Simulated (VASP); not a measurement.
# Mo in VASP: a series of runs

Runs on Mo. Level: PBEsol. Tasks: single point.

Everything below comes from runs of VASP 6.6.1. Logs are shortened: lines on timing, memory, paths and dates and some standing lists are left out, and cuts for length are marked.

## Step 1: The cell of the first run

The structure is tetragonal, space group I4/mmm (No. 139). Conventional cell: a = 3.098 Å, b = 3.098 Å, c = 3.255 Å, α = 90.00°, β = 90.00°, γ = 90.00°. Mo (site symmetry 4/mmm) has 14 Mo at 2.73 to 3.25 Å within 3.6 Å.

## Step 2: Single point, PBEsol (uniaxial strain along c: +4.0 %, then relaxed in part)

The input, INCAR:

```
PREC = Accurate ; ENCUT = 520
EDIFF = 1E-7 ; ISMEAR = 0
SIGMA = 0.1 ; LREAL = False
LASPH = True ; NELM = 100
ALGO = Fast ; ISIF = 2
LWAVE = False ; LCHARG = False
GGA = PS ; NBANDS = 21
```

The input, KPOINTS:

```
regular mesh
0
Gamma
  14 14 14
```

The input, POSCAR:

```
Mo
1.0
    3.0980465679      0.0000000000      0.0000000000
    0.0000000000      3.0980465679      0.0000000000
    0.0000000000      0.0000000000      3.2545135663
Mo
2
Direct
    0.0000000000      0.0000000000      0.0000000000
    0.5000000000      0.5000000000      0.5000000000
```

Potentials or basis: VASP PAW PBE potentials, release 64 (Mo_sv).

Command:

```console
> cat potpaw_PBE.64/Mo_sv/POTCAR > POTCAR
> mpirun -np 1 vasp_std > vasp.out
```

OUTCAR:

```text
PREC = Accurate
   ENCUT = 520
   EDIFF = 1E-7
   ISMEAR = 0
   LREAL = False
   LASPH = True
   NELM = 100
   ISIF = 2
   GGA = PS

 ion  position               nearest neighbor table
   1  0.000  0.000  0.000-   2 2.73   2 2.73   2 2.73   2 2.73   2 2.73   2 2.73   2 2.73   2 2.73

   2  0.500  0.500  0.500-   1 2.73   1 2.73   1 2.73   1 2.73   1 2.73   1 2.73   1 2.73   1 2.73

  LATTYP: Found a simple tetragonal cell.
 ALAT       =     3.0980465679
 C/A-ratio  =     1.0505050505

  Lattice vectors:

 A1 = (   3.0980465679,   0.0000000000,   0.0000000000)
 A2 = (   0.0000000000,   3.0980465679,   0.0000000000)
 A3 = (   0.0000000000,   0.0000000000,   3.2545135663)

Analysis of symmetry for initial positions (statically):
=====================================================================
 Subroutine PRICEL returns following result:

  LATTYP: Found a body centered tetragonal cell.
 ALAT       =     3.0980465679
 C/A-ratio  =     1.0505050505

  Lattice vectors:

 A1 = (  -1.5490232839,  -1.5490232839,  -1.6272567832)
 A2 = (   1.5490232839,   1.5490232839,  -1.6272567831)
 A3 = (   1.5490232839,  -1.5490232840,   1.6272567832)

   2 primitive cells build up your supercell.

 Routine SETGRP: Setting up the symmetry group for a
 simple tetragonal supercell.

 Subroutine GETGRP returns: Found 16 space group operations
 (whereof 16 operations were pure point group operations)
 out of a pool of 16 trial point group operations.

The static configuration has the point symmetry D_4h.

Analysis of symmetry for dynamics (positions and initial velocities):
=====================================================================
 Subroutine PRICEL returns following result:

  LATTYP: Found a body centered tetragonal cell.
 ALAT       =     3.0980465679
 C/A-ratio  =     1.0505050505

  Lattice vectors:

 A1 = (  -1.5490232839,  -1.5490232839,  -1.6272567832)
 A2 = (   1.5490232839,   1.5490232839,  -1.6272567831)
 A3 = (   1.5490232839,  -1.5490232840,   1.6272567832)

   2 primitive cells build up your supercell.

 Routine SETGRP: Setting up the symmetry group for a
 simple tetragonal supercell.

 Subroutine GETGRP returns: Found 16 space group operations
 (whereof 16 operations were pure point group operations)
 out of a pool of 16 trial point group operations.

The dynamic configuration has the point symmetry D_4h.

 Subroutine INISYM returns: Found 16 space group operations
 (whereof 16 operations are pure point group operations),
 and found     2 'primitive' translations

----------------------------------------------------------------------------------------

                                     Primitive cell

  volume of cell :      15.6182

  direct lattice vectors                    reciprocal lattice vectors
    -1.549023284 -1.549023284 -1.627256783     0.000000000 -0.322784044 -0.307265580
     1.549023284  1.549023284 -1.627256783     0.322784044  0.000000000 -0.307265580
     1.549023284 -1.549023284  1.627256783     0.322784044 -0.322784044  0.000000000

  length of vectors
     2.728902876  2.728902876  2.728902876     0.445647480  0.445647480  0.456485573

  position of ions in fractional coordinates (direct lattice)
     0.000000000  0.000000000  0.000000000

  ion indices of the primitive-cell ions
   primitive index   ion index
                 1           1

----------------------------------------------------------------------------------------

 KPOINTS: regular mesh

Automatic generation of k-mesh.
 Grid dimensions read from file:
 generate k-points for:   14   14   14

 Generating k-lattice:

  Cartesian coordinates                     Fractional coordinates (reciprocal lattice)
     0.023056003  0.000000000  0.000000000     0.071428571  0.000000000  0.000000000
     0.000000000  0.023056003  0.000000000     0.000000000  0.071428571  0.000000000
     0.000000000  0.000000000  0.021947541     0.000000000  0.000000000  0.071428571

  Length of vectors
     0.023056003  0.023056003  0.021947541

  Shift w.r.t. Gamma in fractional coordinates (k-lattice)
     0.000000000  0.000000000  0.000000000

 Subroutine IBZKPT returns following result:
 ===========================================

 Found    288 irreducible k-points:

 Following reciprocal coordinates:
            Coordinates               Weight
  0.000000  0.000000  0.000000      1.000000
  0.071429  0.000000  0.000000      4.000000
  0.142857  0.000000  0.000000      4.000000
  0.214286  0.000000  0.000000      4.000000
  0.285714  0.000000  0.000000      4.000000
  0.357143  0.000000  0.000000      4.000000
[... 16 lines left out ...]
  0.285714  0.214286  0.000000      8.000000
  0.357143  0.214286  0.000000      8.000000
 [... further k-points ...]
   k-points           NKPTS =    288   k-points in BZ     NKDIM =    288   number of bands    NBANDS=     21
   number of dos      NEDOS =    301   number of ions     NIONS =      2
   total plane-waves  NPLWV =  13824
   dimension x,y,z NGX =    24 NGY =   24 NGZ =   24
   dimension x,y,z NGXF=    48 NGYF=   48 NGZF=   48
   ions per type =               2
   NGX,Y,Z   is equivalent  to a cutoff of  12.88, 12.88, 12.26 a.u.
   NGXF,Y,Z  is equivalent  to a cutoff of  25.76, 25.76, 24.52 a.u.
 SYSTEM =  unknown system
   PREC   = accura    normal or accurate (medium, high low for compatibility)
   ISTART =      0    job   : 0-new  1-cont  2-samecut
   ICHARG =      2    charge: 1-file 2-atom 10-const
   ISPIN  =      1    spin polarized calculation?
   LNONCOLLINEAR =      F non collinear calculations
   LSORBIT =      F    spin-orbit coupling
   LASPH  =      T    aspherical Exc in radial PAW
   ENCUT  =  520.0 eV  38.22 Ry    6.18 a.u.   5.76  5.76  6.05*2*pi/ulx,y,z
   NELM   =    100;   NELMIN=  2; NELMDL= -5     # of ELM steps
   EDIFF  = 0.1E-06   stopping-criterion for ELM
   LREAL  =      F    real-space projection
   EDIFFG = 0.1E-05   stopping-criterion for IOM
   NSW    =      0    number of steps for IOM
   IBRION =     -1    ionic relax: 0-MD 1-quasi-New 2-CG
   NFREE  =      0    steps in history (QN), initial steepest desc. (CG)
   ISIF   =      2    stress and relaxation
   ISYM   =      2    0-nonsym 1-usesym 2-fastsym
   POTIM  = 0.5000    time-step for ionic-motion
   TEBEG  =    0.0;   TEEND  =   0.0 temperature during run
   PSTRESS=    0.0 pullay stress
   NELECT =      28.0000    total number of electrons
   NUPDOWN=      -1.0000    fix difference up-down
   EMIN   =  10.00;   EMAX   =-10.00  energy-range for DOS
   EFERMI =   0.00;   METHOD = LEGACY
   ISMEAR =     0;   SIGMA  =   0.10  broadening in eV -4-tet -1-fermi 0-gaus
   EFERMI_NEDOS =   21; number of points for ismear=-14 and -15
   IALGO  =     68    algorithm
   IMIX   =      4    mixing-type and parameters
     AMIX     =   0.40;   BMIX     =  1.00
     AMIX_MAG =   1.60;   BMIX_MAG =  1.00
  volume/ion in A,a.u.               =      15.62       105.40
  Fermi-wavevector in a.u.,A,eV,Ry     =   1.578484  2.982902 33.900436  2.491612
  Thomas-Fermi vector in A             =   2.679008
   LORBIT       =      0    0 simple, 1 ext, 2 COOP (PROOUT), +10 PAW based schemes
   GGA     = PS    functional components
   LHFCALC =     F    Hartree Fock is set to
   AEXX    =    0.0000 exact exchange contribution
   IVDW    =     0    specifies the selected vdW correction
   LEPSILON=     F    determine dielectric tensor
   LRPA    =     F    only Hartree local field effects (RPA)
 non-spin polarized calculation
 RMM-DIIS sequential band-by-band and
 Gauss-broadening in eV      SIGMA  =   0.10
  energy-cutoff  :      520.00
  volume of cell :       31.24
 maximum number of plane-waves:       868
 NGX is ok and might be reduce to    24
   NGX = 11   NGY = 11   NGZ = 13

 number of electron      27.9999996 magnetization

 Free energy of the ion-electron system (eV)
  ---------------------------------------------------
  ext. energy  EPLUGINS =         0.00000000
  ---------------------------------------------------
  free energy    TOTEN  =       -23.50256711 eV

  energy without entropy =      -23.49475580  energy(sigma->0) =      -23.49866146

 E-fermi :  12.5010     XC(G=0): -13.5336

 val. band max:       12.4999152693   @ k =   0.2143   0.1429   0.0714
 cond. band min:      12.5074709614   @ k =   0.5000   0.5000   0.2143
 fundamental gap:      0.0075556921
 Fermi energy:        12.5010146643

 k-point     1 :       0.0000    0.0000    0.0000
  band No.  band energies     occupation
      1     -48.7163      2.00000
      2     -48.2633      2.00000
      3     -23.0705      2.00000
      4     -22.9225      2.00000
      5     -22.9225      2.00000
      6     -22.0089      2.00000
[... 13 lines left out ...]
     20      20.6649      0.00000
     21      21.9361      0.00000

 k-point     2 :       0.0714    0.0000    0.0000
  band No.  band energies     occupation
      1     -48.7096      2.00000
      2     -48.2678      2.00000
      3     -23.0567      2.00000
      4     -22.9264      2.00000
      5     -22.9103      2.00000
      6     -22.0261      2.00000
[... 13 lines left out ...]
     20      21.2065      0.00000
     21      21.6044      0.00000

 k-point     3 :       0.1429    0.0000    0.0000
  band No.  band energies     occupation
      1     -48.6898      2.00000
      2     -48.2813      2.00000
      3     -23.0161      2.00000
      4     -22.9357      2.00000
      5     -22.8743      2.00000
      6     -22.1064      2.00000
[... 13 lines left out ...]
     20      20.7597      0.00000
     21      22.4556      0.00000
[... 457 lines left out ...]
 k-point    23 :       0.2857    0.2143    0.0000
  band No.  band energies     occupation
      1     -48.5771      2.00000
      2     -48.3552      2.00000
      3     -23.1548      2.00000
      4     -22.7826      2.00000
      5     -22.7235      2.00000
      6     -22.5011      2.00000
[... 13 lines left out ...]
     20      20.0006      0.00000
     21      23.9357      0.00000

 k-point    24 :       0.3571    0.2143    0.0000
  band No.  band energies     occupation
      1     -48.5385      2.00000
      2     -48.3840      2.00000
      3     -23.1692      2.00000
      4     -22.8710      2.00000
      5     -22.6997      2.00000
      6     -22.4046      2.00000
[... 13 lines left out ...]
     20      18.6985      0.00000
     21      24.9025      0.00000

 [... further k-points ...]

------------------------ aborting loop because EDIFF is reached ----------------------------------------

  FORCE on cell =-STRESS in cart. coord.  units (eV):
  Direction    XX          YY          ZZ          XY          YZ          ZX
  --------------------------------------------------------------------------------------
  -------------------------------------------------------------------------------------
  Total        0.0965210      0.0965210     -2.6144386      0.0000000      0.0000000     -0.0000000
  in kB        4.9507411      4.9507411   -134.0994717      0.0000000      0.0000000     -0.0000000
  external PRESSURE =     -41.3993298 kB  Pullay stress =       0.0000000 kB

 VOLUME and BASIS-vectors are now :
 -----------------------------------------------------------------------------
  energy-cutoff  :      520.00
  volume of cell :       31.24
      direct lattice vectors                 reciprocal lattice vectors
     3.098046568  0.000000000  0.000000000     0.322784044  0.000000000  0.000000000
     0.000000000  3.098046568  0.000000000     0.000000000  0.322784044  0.000000000
     0.000000000  0.000000000  3.254513566     0.000000000  0.000000000  0.307265580

 POSITION                                       TOTAL-FORCE (eV/Angst)
 -----------------------------------------------------------------------------------
      0.00000      0.00000      0.00000         0.000000      0.000000     -0.000000
      1.54902      1.54902      1.62726        -0.000000     -0.000000      0.000000
 -----------------------------------------------------------------------------------
    total drift:                                0.000000      0.000000     -0.000000

  FREE ENERGIE OF THE ION-ELECTRON SYSTEM (eV)
  ---------------------------------------------------
  free  energy   TOTEN  =       -23.5025671111 eV

  energy  without entropy=      -23.4947558037  energy(sigma->0) =      -23.49866146
```

It took 72 s on 1 thread of Intel Xeon Platinum 8488C (Sapphire Rapids), shared host; peak memory 0.22 GiB.

Results:

- Free energy: -23.5026 eV
- Pressure: -4.1 GPa
- Band gap on the k mesh: zero (band 14 reaches 14.36 eV, above the bottom of band 15 at 11.77 eV)

Caveat: the cell differs from its parent crystal (uniaxial strain along c: +4.0 %, then relaxed in part); the PAW data sets were made with another functional, which shifts forces and pressure a little.

(Part 1 of 2 ends here.)
